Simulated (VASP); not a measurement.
A run of VASP 6.6.1 is set up as follows.

Contents of INCAR:

```
PREC     = Accurate       # precision mode
ENCUT    = 520            # plane-wave cutoff, eV
EDIFF    = 1E-8           # SCF threshold, eV
ISMEAR   = -1             # smearing method
SIGMA    = 0.15           # smearing width, eV
LREAL    = False          # projectors in reciprocal space
LASPH    = True           # aspherical terms in the spheres
NELM     = 60             # most SCF steps
ALGO     = Normal         # electronic algorithm
ISIF     = 2              # what is computed and relaxed
LWAVE    = False          # write WAVECAR
LCHARG   = False          # write CHGCAR
LEFG     = True         
NBANDS   = 21             # bands
```

Contents of KPOINTS:

```
Automatic mesh
0
Gamma
  18 18 18
```

The input POSCAR:

```
Ti2C
1.0
    1.5138770307      0.8740373112      4.7323135355
   -1.5138770307      0.8740373112      4.7323135355
    0.0000000000     -1.7480746224      4.7323135355
Ti C
2 1
Direct
    0.2461770305      0.2461770305      0.2461770305
    0.7538229695      0.7538229695      0.7538229695
    0.5000000000      0.5000000000      0.5000000000
```

Potentials or basis: VASP PAW LDA potentials, release 64 (Ti_sv, C).

Run with:

```sh
$ cat potpaw_LDA.64/Ti_sv/POTCAR potpaw_LDA.64/C/POTCAR > POTCAR
$ mpirun -np 1 vasp_std > vasp.out
```

What does it give for the pressure?

0.5 GPa.

Predict the band gap on the k mesh.

zero (band 14 reaches 9.36 eV, above the bottom of band 15 at 8.32 eV).

Estimate the largest force.

0.053 eV/Å.

Electric field gradients, principal values (V/Å²):
```csv
atom,least,middle,greatest (by size)
1 Ti,-4.037,-4.037,8.074
2 Ti,-4.037,-4.037,8.074
3 C,-3.369,-3.369,6.737
```

Caveat: without QUAD_EFG the Cq values of the log hold for a quadrupole moment of 1 mb, not for the nuclei.
